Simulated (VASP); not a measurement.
The system is GdO.

```
Gd O
1.0
     0.00000    2.70000    2.70000
     2.70000    0.00000    2.70000
     2.70000    2.70000    0.00000
Gd O
1 1
Direct
  0.00000 0.00000 0.00000
  0.25000 0.25000 0.25000
```

Base run:

* Program: VASP 6.6.1
* Functional: r2SCAN
* Potentials or basis: VASP PAW PBE potentials, release 64 (Gd, O)
* Cutoff: 520 eV
* k mesh: 9 × 9 × 9
* Occupations: fermi-dirac, width 0.05 eV
* Spin: collinear spin, ferromagnetic start
* Starting moments: [7.0, 0.0] μB

Its results: pressure -2.4 GPa; net moment 7.94 μB per cell; site moments Gd +6.99; O +0.03 μB.

Problem. After a change of settings the same cell gave: pressure 2.2 GPa; net moment 7.68 μB per cell; site moments Gd +6.90; O -0.01 μB. Which change was it?
A. functional from r2SCAN to PBEsol-based global hybrid with 25 % exact exchange; k mesh from 9 × 9 × 9 to 5 × 5 × 5
B. functional from r2SCAN to LDA; hubbard terms from none to Gd f U = 5.0 eV
C. further incar settings from ALGO = Normal; EDIFF = 1e-06; NBANDS = 23 to ALGO = Normal; EDIFF = 1e-07; NBANDS = 23; hubbard terms from none to Gd f U = 4.0 eV
D. functional from r2SCAN to RPBE

Solution. D.

Caveats: the PAW data sets were made with another functional, which shifts forces and pressure a little; a cell with one magnetic atom can't hold antiferromagnetic order, which such compounds often take.
